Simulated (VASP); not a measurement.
Sb, 1 atom in the cell. It takes space group Pm-3m (No. 221, cubic). The conventional cell has a = 3.160 Å, b = 3.160 Å, c = 3.160 Å, α = 90.00°, β = 90.00°, γ = 90.00°. Sb (site symmetry m-3m) has 6 Sb at 3.16 Å within 4.2 Å. 

```yaml
Program: VASP 6.6.1
Task: single point
Functional: PBE
Potentials_or_basis: VASP PAW PBE potentials, release 64 (Sb)
Cutoff: 520 eV
k_mesh: 8 × 8 × 8
Occupations: gaussian, width 0.1 eV
Spin: no spin polarisation
Dipole_correction: no
Further_INCAR_settings: ALGO = Normal; EDIFF = 1e-06; NBANDS = 8
```

Potentials or basis: VASP PAW PBE potentials, release 64 (Sb).

Launch:

```bash
$ cat potpaw_PBE.64/Sb/POTCAR > POTCAR
$ mpirun -np 1 vasp_std > vasp.out
```

Hardware: 1 thread of Intel Xeon 6975P-C, with other jobs on the host.

Q: Estimate the wall time of this run.

A: It took 3.7 s on 1 thread of Intel Xeon 6975P-C, on a shared host, peak memory 0.13 GiB. Counts: scf iterations 10, k points 35.
